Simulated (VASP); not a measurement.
# AlN: electric field gradients with LDA

AlN:

```
Al N
1.0
     0.00000    1.95127    1.95127
     1.95127    0.00000    1.95127
     1.95127    1.95127    0.00000
Al N
1 1
Direct
  0.00000 0.00000 0.00000
  0.50000 0.50000 0.50000
```

This cell differs from its parent crystal: functional lda, volume scaled by 0.96.

```json
{
  "Program": "VASP 6.6.1",
  "Task": "electric field gradients",
  "Functional": "LDA",
  "Potentials or basis": "VASP PAW LDA potentials, release 64 (Al, N)",
  "Cutoff": "520 eV",
  "k mesh": "10 × 10 × 10",
  "Occupations": "fermi-dirac, width 0.02 eV",
  "Spin": "no spin polarisation",
  "Dipole correction": "no",
  "Further INCAR settings": "ALGO = Normal; EDIFF = 1e-08; NBANDS = 11"
}
```

| Item | Value |
| --- | --- |
| Pressure | 27.7 GPa |
| Band gap on the k mesh | 4.98 eV, indirect (least direct gap 7.39 eV) |

Levels at points of the mesh, in eV from the valence-band top:
```tsv
k point	band 2	band 3	band 4	band 5	band 6	band 7
(0.00, 0.00, 0.00)	0.00	0.00	0.00	7.39	12.34	12.34
(0.50, 0.00, 0.00)	-9.06	-1.30	-1.30	6.82	11.68	11.68
(0.50, 0.50, 0.00)	-8.16	-3.10	-3.10	4.98	5.53	15.23
```

Run time: 5.4 s on 1 thread of Intel(R) Xeon(R) Platinum 8488C (Sapphire Rapids) (shared host), peak memory 0.12 GiB.

Caveat: without QUAD_EFG the Cq values of the log hold for a quadrupole moment of 1 mb, not for the nuclei. A k mesh can miss the band edges.
